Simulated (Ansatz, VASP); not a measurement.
**ScAl2Sb2As: VASP beside Ansatz**

Contents of INCAR:

```
ALGO = Normal
EDIFF = 1E-6
EDIFFG = -0.04
ENCUT = 600
GGA = PE
IBRION = 2
ISIF = 3
ISMEAR = 0
LASPH = True
LCHARG = False
LREAL = False
LWAVE = False
NELM = 60
NSW = 90
PREC = Accurate
SIGMA = 0.1
```

KPOINTS

```
k-points
0
Gamma
  4 4 4
```

POSCAR

```
ScAl2Sb2As
1.0
    5.2668442607      0.0000000000      0.0000000000
    0.0000000000      5.2668442607      0.0000000000
    0.0000000000      0.0000000000      6.0869375213
Sc Al Sb As
1 2 2 1
Direct
    0.0000000000      0.0000000000      0.5000000000
    0.0000000000      0.5000000000      0.5000000000
    0.5000000000      0.0000000000      0.5000000000
    0.5000000000      0.5000000000      0.7725448091
    0.5000000000      0.5000000000      0.2274551909
    0.0000000000      0.0000000000      0.0000000000
```

Input for Ansatz:

```yaml
crystal:
  lattice:
    - [5.2668442607, 0.0, 0.0]
    - [0.0, 5.2668442607, 0.0]
    - [0.0, 0.0, 6.0869375213]
  atoms:
    - { symbol: Sc, position: [0.0, 0.0, 0.5] }
    - { symbol: Al, position: [0.0, 0.5, 0.5] }
    - { symbol: Al, position: [0.5, 0.0, 0.5] }
    - { symbol: Sb, position: [0.5, 0.5, 0.7725448091] }
    - { symbol: Sb, position: [0.5, 0.5, 0.2274551909] }
    - { symbol: As, position: [0.0, 0.0, 0.0] }
basis:
  ecutwfc: 420
kpoints:
  mp_grid: { grid: [4, 4, 4] }
hamiltonian:
  xc: pbe
scf:
  occupations: { method: gaussian, width: 0.1 }
  lower_state_search: "off"
output:
  forces: true
  stress: true
  eigenvalues: true
relax:
  adjacent_minimum: "off"
  f_tol: 0.04
  max_steps: 70
  cell: { stress_tol: 0.4 }
```

Change from the starting cell: species swapped into the Ba2CuSeO2 type (P4/mmm, No. 123).

Alike in both runs: task relaxation of cell and atoms; functional PBE; k mesh 4 × 4 × 4; occupations gaussian, width 0.1 eV; no spin polarisation.

```csv
,VASP,Ansatz
version,VASP 6.6.1,Ansatz 0.2.0
potentials or method,"VASP PAW PBE potentials, release 64 (Sc_sv, Al, Sb, As), cutoff 600 eV","scalar-relativistic, plane waves, PAW"
valence electrons in the cell,32,62
```

Ansatz gave:

- gap on the k mesh at the Fermi level, each at its own relaxed structure (eV): none
- relaxed volume (Å³/atom): 28.13
- relaxed length of the cell vector where the two differ most in proportion (Å): 5.515

Task: Which values does VASP return?

Result: gap on the k mesh at the Fermi level, each at its own relaxed structure (eV): none; relaxed volume (Å³/atom): 28.14; relaxed length of the cell vector where the two differ most in proportion (Å): 5.526.

A gap of «none» marks a metal or a gap that the smearing closes. VASP's potentials hold 32 valence electrons a cell and Ansatz's 62, so a difference there can come from the potentials and not from the codes.

Neither program's run includes spin-orbit coupling.
